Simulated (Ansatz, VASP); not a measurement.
# Mg: VASP beside Ansatz

```
Mg
1.0
     0.00000    3.41877    3.41877
     3.41877    0.00000    3.41877
     3.41877    3.41877    0.00000
Mg
2
Cartesian
  0.8547 0.8547 0.8547
  5.9828 5.9828 5.9828
```

Alike in both runs: task single point; functional BLYP; k mesh 9 × 9 × 9; occupations fermi-dirac, width 0.1 eV; no spin polarisation.

|  | VASP | Ansatz |
| --- | --- | --- |
| version | VASP 6.6.1 | Ansatz 0.2.0 |
| potentials or method | VASP PAW PBE potentials, release 64 (Mg), cutoff 520 eV | plane waves (420 eV) with PAW, scalar-relativistic |
| valence electrons in the cell | 4 | 20 |

```csv
,VASP,Ansatz,Ansatz less VASP
pressure (GPa),1.2,1.2,-0.01
```

VASP's potentials were made for PBE, not for BLYP. VASP's potentials hold 4 valence electrons a cell and Ansatz's 20, so a difference there can come from the potentials and not from the codes.
